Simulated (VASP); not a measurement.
# InSe in VASP: notebook

InSe is run at these levels: PBEsol; tasks: electric field gradients.

All numbers are computed with VASP 6.6.1; they aren't measurements. Logs are shortened: lines on timing, memory, paths and dates and some standing lists are left out, and cuts for length are marked.

### 1 The cell of the first run

The structure is monoclinic, space group C2/m (No. 12). Conventional cell: a = 11.736 Å, b = 4.110 Å, c = 4.610 Å, α = 90.00°, β = 110.30°, γ = 90.00°. Within 3.8 Å of In (site symmetry m) lie 5 Se at 2.58 to 3.51 Å and 3 In at 2.74 to 3.74 Å. Within 3.6 Å of Se (site symmetry m) lie 5 In at 2.58 to 3.51 Å and 3 Se at 3.51 to 3.52 Å.

### 2 Electric field gradients, PBEsol

The input, INCAR:

```
SYSTEM = InSe
  PREC = Accurate
  ENCUT = 520
  EDIFF = 1E-8
  ISMEAR = -1
  SIGMA = 0.02
  LREAL = .FALSE.
  LASPH = .TRUE.
  NELM = 60
  ALGO = Normal
  ISIF = 2
  LWAVE = .FALSE.
  LCHARG = .FALSE.
  GGA = PS
  LEFG = .TRUE.
  NBANDS = 27
```

The input, KPOINTS:

```
Automatic mesh
0
G
  7 7 6
  0 0 0
```

The input, POSCAR:

```
InSe
1.0
    5.8679026766     -2.0550000000      0.0000000000
    5.8679026766      2.0550000000      0.0000000000
   -1.5994156962      0.0000000000      4.3236564064
In Se
2 2
Direct
    0.8840000000      0.8840000000      0.0050000000
    0.1160000000      0.1160000000      0.9950000000
    0.6600000000      0.6600000000      0.6420000000
    0.3400000000      0.3400000000      0.3580000000
```

Potentials or basis: VASP PAW PBE potentials, release 64 (In_d, Se).

On the command line:

```bash
$ cat potpaw_PBE.64/In_d/POTCAR potpaw_PBE.64/Se/POTCAR > POTCAR
$ mpirun -np 1 vasp_std > vasp.out
```

OUTCAR:

```text
SYSTEM = InSe
   PREC = Accurate
   ENCUT = 520
   EDIFF = 1E-8
   ISMEAR = -1
   LREAL = .FALSE.
   LASPH = .TRUE.
   NELM = 60
   ISIF = 2
   GGA = PS

 ion  position               nearest neighbor table
   1  0.884  0.884  0.005-   3 2.58   2 2.74   4 2.78   4 2.78   2 3.74   2 3.74
   2  0.116  0.116  0.995-   4 2.58   1 2.74   3 2.78   3 2.78   1 3.74   1 3.74
   3  0.660  0.660  0.642-   1 2.58   2 2.78   2 2.78
   4  0.340  0.340  0.358-   2 2.58   1 2.78   1 2.78

  LATTYP: Found a base centered monoclinic cell.
 ALAT       =    11.7358053532
 B/A-ratio  =     0.3502103074
 C/A-ratio  =     0.3928152938
 COS(beta)  =    -0.3469445484

  Lattice vectors:

 A1 = (   5.8679026766,  -2.0550000000,   0.0000000000)
 A2 = (   5.8679026766,   2.0550000000,   0.0000000000)
 A3 = (  -1.5994156962,   0.0000000000,   4.3236564064)

Analysis of symmetry for initial positions (statically):
=====================================================================
 Subroutine PRICEL returns:
 Original cell was already a primitive cell.

 Routine SETGRP: Setting up the symmetry group for a
 base centered monoclinic supercell.

 Subroutine GETGRP returns: Found  4 space group operations
 (whereof  4 operations were pure point group operations)
 out of a pool of  4 trial point group operations.

The static configuration has the point symmetry C_2h.

Analysis of symmetry for dynamics (positions and initial velocities):
=====================================================================
 Subroutine PRICEL returns:
 Original cell was already a primitive cell.

 Routine SETGRP: Setting up the symmetry group for a
 base centered monoclinic supercell.

 Subroutine GETGRP returns: Found  4 space group operations
 (whereof  4 operations were pure point group operations)
 out of a pool of  4 trial point group operations.

The dynamic configuration has the point symmetry C_2h.

 Subroutine INISYM returns: Found  4 space group operations
 (whereof  4 operations are pure point group operations),
 and found     1 'primitive' translations

----------------------------------------------------------------------------------------

                                     Primitive cell

  volume of cell :     104.2740

  direct lattice vectors                    reciprocal lattice vectors
     5.867902677 -2.055000000  0.000000000     0.085209321 -0.243309002  0.031520804
     5.867902677  2.055000000  0.000000000     0.085209321  0.243309002  0.031520804
    -1.599415696  0.000000000  4.323656406     0.000000000  0.000000000  0.231285723

  length of vectors
     6.217339208  6.217339208  4.610003828     0.259718039  0.259718039  0.231285723

  position of ions in fractional coordinates (direct lattice)
     0.884000000  0.884000000  0.005000000
     0.116000000  0.116000000  0.995000000
     0.660000000  0.660000000  0.642000000
     0.340000000  0.340000000  0.358000000

  ion indices of the primitive-cell ions
   primitive index   ion index
                 1           1
                 2           2
                 3           3
                 4           4

----------------------------------------------------------------------------------------

 KPOINTS: Automatic mesh

Automatic generation of k-mesh.
 Grid dimensions read from file:
 generate k-points for:    7    7    6

 Generating k-lattice:

  Cartesian coordinates                     Fractional coordinates (reciprocal lattice)
     0.012172760 -0.034758429  0.004502972     0.142857143  0.000000000  0.000000000
     0.012172760  0.034758429  0.004502972     0.000000000  0.142857143  0.000000000
     0.000000000  0.000000000  0.038547621     0.000000000  0.000000000  0.166666667

  Length of vectors
     0.037102577  0.037102577  0.038547621

  Shift w.r.t. Gamma in fractional coordinates (k-lattice)
     0.000000000  0.000000000  0.000000000

 Subroutine IBZKPT returns following result:
 ===========================================

 Found     88 irreducible k-points:

 Following reciprocal coordinates:
            Coordinates               Weight
  0.000000  0.000000  0.000000      1.000000
  0.142857  0.000000 -0.000000      4.000000
  0.285714 -0.000000  0.000000      4.000000
  0.428571  0.000000 -0.000000      4.000000
  0.142857  0.142857 -0.000000      2.000000
  0.285714  0.142857 -0.000000      4.000000
[... 16 lines left out ...]
 -0.142857 -0.000000  0.166667      4.000000
  0.142857  0.142857  0.166667      2.000000
 [... further k-points ...]
   k-points           NKPTS =     88   k-points in BZ     NKDIM =     88   number of bands    NBANDS=     27
   number of dos      NEDOS =    301   number of ions     NIONS =      4
   total plane-waves  NPLWV =  82944
   dimension x,y,z NGX =    48 NGY =   48 NGZ =   36
   dimension x,y,z NGXF=    96 NGYF=   96 NGZF=   72
   ions per type =               2   2
   NGX,Y,Z   is equivalent  to a cutoff of  12.83, 12.83, 12.98 a.u.
   NGXF,Y,Z  is equivalent  to a cutoff of  25.67, 25.67, 25.96 a.u.
 SYSTEM =  InSe
   PREC   = accura    normal or accurate (medium, high low for compatibility)
   ISTART =      0    job   : 0-new  1-cont  2-samecut
   ICHARG =      2    charge: 1-file 2-atom 10-const
   ISPIN  =      1    spin polarized calculation?
   LNONCOLLINEAR =      F non collinear calculations
   LSORBIT =      F    spin-orbit coupling
   LASPH  =      T    aspherical Exc in radial PAW
   ENCUT  =  520.0 eV  38.22 Ry    6.18 a.u.  11.56 11.56  8.57*2*pi/ulx,y,z
   NELM   =     60;   NELMIN=  2; NELMDL= -5     # of ELM steps
   EDIFF  = 0.1E-07   stopping-criterion for ELM
   LREAL  =      F    real-space projection
   EDIFFG = 0.1E-06   stopping-criterion for IOM
   NSW    =      0    number of steps for IOM
   IBRION =     -1    ionic relax: 0-MD 1-quasi-New 2-CG
   NFREE  =      0    steps in history (QN), initial steepest desc. (CG)
   ISIF   =      2    stress and relaxation
   ISYM   =      2    0-nonsym 1-usesym 2-fastsym
   POTIM  = 0.5000    time-step for ionic-motion
   TEBEG  =    0.0;   TEEND  =   0.0 temperature during run
   PSTRESS=    0.0 pullay stress
   NELECT =      38.0000    total number of electrons
   NUPDOWN=      -1.0000    fix difference up-down
   EMIN   =  10.00;   EMAX   =-10.00  energy-range for DOS
   EFERMI =   0.00;   METHOD = LEGACY
   ISMEAR =    -1;   SIGMA  =   0.02  broadening in eV -4-tet -1-fermi 0-gaus
   EFERMI_NEDOS =   21; number of points for ismear=-14 and -15
   IALGO  =     38    algorithm
   IMIX   =      4    mixing-type and parameters
     AMIX     =   0.40;   BMIX     =  1.00
     AMIX_MAG =   1.60;   BMIX_MAG =  1.00
  volume/ion in A,a.u.               =      26.07       175.92
  Fermi-wavevector in a.u.,A,eV,Ry     =   1.169349  2.209749 18.604287  1.367377
  Thomas-Fermi vector in A             =   2.305823
   LORBIT       =      0    0 simple, 1 ext, 2 COOP (PROOUT), +10 PAW based schemes
   GGA     = PS    functional components
   LHFCALC =     F    Hartree Fock is set to
   AEXX    =    0.0000 exact exchange contribution
   IVDW    =     0    specifies the selected vdW correction
   LEPSILON=     F    determine dielectric tensor
   LRPA    =     F    only Hartree local field effects (RPA)
 non-spin polarized calculation
  energy-cutoff  :      520.00
  volume of cell :      104.27
 maximum number of plane-waves:      2838
 NGX is ok and might be reduce to    48
   NGX = 23   NGY = 23   NGZ = 17

 number of electron      38.0000002 magnetization

 Free energy of the ion-electron system (eV)
  ---------------------------------------------------
  ext. energy  EPLUGINS =         0.00000000
  ---------------------------------------------------
  free energy    TOTEN  =       -15.45452734 eV

  energy without entropy =      -15.45452734  energy(sigma->0) =      -15.45452734

 E-fermi :   5.2209     XC(G=0):  -9.7651

 val. band max:        4.7837222351   @ k =  -0.2857  -0.2857   0.3333
 cond. band min:       5.6705263634   @ k =   0.4286   0.4286  -0.0000
 fundamental gap:      0.8868041283
 Fermi energy:         5.2208626894

 k-point     1 :       0.0000    0.0000    0.0000
  band No.  band energies     occupation
      1      -9.8502      2.00000
      2      -9.8046      2.00000
      3      -9.5002      2.00000
      4      -9.4835      2.00000
      5      -9.4411      2.00000
      6      -9.4372      2.00000
[... 19 lines left out ...]
     26      11.7751      0.00000
     27      13.3798      0.00000
[... 667 lines left out ...]
      5      -9.4435      2.00000
      6      -9.4366      2.00000
[... 19 lines left out ...]
     26      11.3618      0.00000
     27      12.3539      0.00000

 [... further k-points ...]
[... 5 lines left out ...]
  --------------------------------------------------------------------------------------
  -------------------------------------------------------------------------------------
  Total        1.2363419     -0.9763639     -0.4344715      0.0000000      0.0000000      1.4290399
  in kB       18.9964864    -15.0019047     -6.6756877      0.0000000      0.0000000     21.9573059
  external PRESSURE =      -0.8937020 kB  Pullay stress =       0.0000000 kB

 VOLUME and BASIS-vectors are now :
 -----------------------------------------------------------------------------
  energy-cutoff  :      520.00
  volume of cell :      104.27
      direct lattice vectors                 reciprocal lattice vectors
     5.867902677 -2.055000000  0.000000000     0.085209321 -0.243309002  0.031520804
     5.867902677  2.055000000  0.000000000     0.085209321  0.243309002  0.031520804
    -1.599415696  0.000000000  4.323656406     0.000000000  0.000000000  0.231285723

 POSITION                                       TOTAL-FORCE (eV/Angst)
 -----------------------------------------------------------------------------------
     10.36645      0.00000      0.02162        -0.174416      0.000000      0.514228
     -0.23007      0.00000      4.30204         0.174416      0.000000     -0.514228
      6.71881      0.00000      2.77579        -0.699223      0.000000     -0.034110
      3.41758      0.00000      1.54787         0.699223      0.000000      0.034110
 -----------------------------------------------------------------------------------
    total drift:                               -0.000000     -0.000000      0.000000

  FREE ENERGIE OF THE ION-ELECTRON SYSTEM (eV)
  ---------------------------------------------------
  free  energy   TOTEN  =       -15.4545273434 eV

  energy  without entropy=      -15.4545273434  energy(sigma->0) =      -15.45452734

 Electric field gradients (V/A^2)
---------------------------------------------------------------------
 ion       V_xx      V_yy      V_zz      V_xy      V_xz      V_yz
---------------------------------------------------------------------
   1    -176.256    97.640    78.616    -0.000   -45.371    -0.000
   2    -176.256    97.640    78.616    -0.000   -45.371    -0.000
   3      71.610   -24.364   -47.246     0.000    17.619     0.000
   4      71.610   -24.364   -47.246    -0.000    17.619    -0.000
---------------------------------------------------------------------

 Electric field gradients after diagonalization (V/A^2)
 (convention: |V_zz| > |V_xx| > |V_yy|)
----------------------------------------------------------------------
 ion       V_xx      V_yy      V_zz     asymmetry (V_yy - V_xx)/ V_zz
----------------------------------------------------------------------
   1      97.640    86.452  -184.092       0.061
   2      97.640    86.452  -184.092       0.061
   3     -49.803   -24.364    74.167       0.343
   4     -49.803   -24.364    74.167       0.343
----------------------------------------------------------------------

           NMR quadrupolar parameters

 Cq : quadrupolar parameter    Cq=e*Q*V_zz/h
 eta: asymmetry parameters     (V_yy - V_xx)/ V_zz
 Q  : nuclear electric quadrupole moment in mb (millibarn)
----------------------------------------------------------------------
 ion       Cq(MHz)       eta       Q (mb)
----------------------------------------------------------------------
   1      -0.445       0.061       1.000
   2      -0.445       0.061       1.000
   3       0.179       0.343       1.000
   4       0.179       0.343       1.000
----------------------------------------------------------------------
```

Run time: 4 min. Hardware: 1 thread of Intel Xeon Platinum 8488C (Sapphire Rapids), shared host; peak memory 0.41 GiB.

Results:

- Free energy: -15.4545 eV
- Pressure: -0.1 GPa
- Largest force: 0.700 eV/Å
- Band gap on the k mesh: 0.89 eV (least direct gap 1.27 eV)
- Largest electric field gradient by atom: In -184.1; Se +74.2 V/Å²

Forces on the atoms (eV/Å):
```
In  -0.174  0.000  0.514
In   0.174  0.000 -0.514
Se  -0.699  0.000 -0.034
Se   0.699  0.000  0.034
```

Levels at points of the mesh, in eV from the valence-band top:
```
           k point  band 17  band 18  band 19  band 20  band 21  band 22
(0.00, 0.00, 0.00)    -2.29    -1.77    -1.13     2.77     3.44     4.29
(0.00, 0.00, 0.50)    -1.60    -1.14    -0.39     1.03     2.25     3.31
```

Electric field gradients, principal values (V/Å²):
| atom | least | middle | greatest (by size) |
| --- | --- | --- | --- |
| 1 In | 86.452 | 97.640 | -184.092 |
| 2 In | 86.452 | 97.640 | -184.092 |
| 3 Se | -24.364 | -49.803 | 74.167 |
| 4 Se | -24.364 | -49.803 | 74.167 |

Caveat: without QUAD_EFG the Cq values of the log hold for a quadrupole moment of 1 mb, not for the nuclei; the PAW data sets were made with another functional, which shifts forces and pressure a little; spin-orbit coupling is left out, which moves the levels of the heavy elements. As with any semilocal functional, this PBEsol gap is likely too small.

[end of part 1 of 2]
